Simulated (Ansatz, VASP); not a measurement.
## One calculation of Ag, two programs

The input INCAR:

```
  ALGO = Normal
  EDIFF = 1E-6
  ENCUT = 520
  ISIF = 2
  ISMEAR = -1
  LASPH = True
  LCHARG = False
  LREAL = False
  LWAVE = False
  NBANDS = 12
  NELM = 80
  PREC = Accurate
  SIGMA = 0.05
```

KPOINTS

```
k-points
0
Gamma
  6 6 6
```

Contents of POSCAR:

```
Ag
1.0
   -1.6103805100      1.6535326600      1.6181576800
    1.6593070500     -1.6605473000      1.6740988600
    1.6393304800      1.6894972700     -1.6251723200
Ag
1
Direct
    0.0000000000      0.0000000000      0.0000000000
```

Contents of input.yaml:

```yaml
crystal:
  lattice:
    - [-1.61038051, 1.65353266, 1.61815768]
    - [1.65930705, -1.6605473, 1.67409886]
    - [1.63933048, 1.68949727, -1.62517232]
  atoms:
    - { symbol: Ag, position: [0.0, 0.0, 0.0] }
hamiltonian:
  xc: lda
  pseudopotentials: { kind: paw }
kpoints:
  mp_grid: { grid: [6, 6, 6] }
  band_path:
    path:
      - [[-0.5, 0.0, 0.0], [0.0, 0.0, 0.0], [0.0, 0.0, 0.5]]
      - [[-0.5, 0.0, 0.5], [0.0, 0.0, 0.0], [0.0, 0.5, -0.5]]
      - [[-0.5, 0.5, -0.5], [0.0, 0.0, 0.0], [0.0, 0.5, 0.0]]
      - [[-0.5, 0.5, 0.0], [0.0, 0.0, 0.0]]
    npoints: 14
scf:
  occupations: { method: fermi_dirac, width: 0.05 }
  n_extra_bands: 6
output:
  forces: true
  stress: true
  eigenvalues: true
  fatbands: true
```

Alike in both runs: functional LDA; k mesh 6 × 6 × 6; occupations fermi-dirac, width 0.05 eV; no spin polarisation.

|  | VASP | Ansatz |
| --- | --- | --- |
| version | VASP 6.6.1 | Ansatz 0.2.0 |
| potentials or method | VASP PAW LDA potentials, release 64 (Ag) | Ansatz PAW |
| plane-wave cutoff (eV) | 520 | 420 |
| valence electrons in the cell | 11 | 19 |
| task | single point | band structure |

```csv
,VASP,Ansatz,Ansatz less VASP
gap on the k mesh at the Fermi level (eV),none,none,-
pressure (GPa),-11.0,-11.1,-0.17
"traceless stress, the component that is largest in VASP (GPa)",1.77,1.79,+0.018
```

LDA's correlation is that of Perdew and Zunger in VASP and of Perdew and Wang (1992) in Ansatz. A gap of «none» marks a metal or a gap that the smearing closes. VASP's potentials hold 11 valence electrons a cell and Ansatz's 19, so a difference there can come from the potentials and not from the codes.

The k mesh is coarse, so the values compare programs but aren't converged.
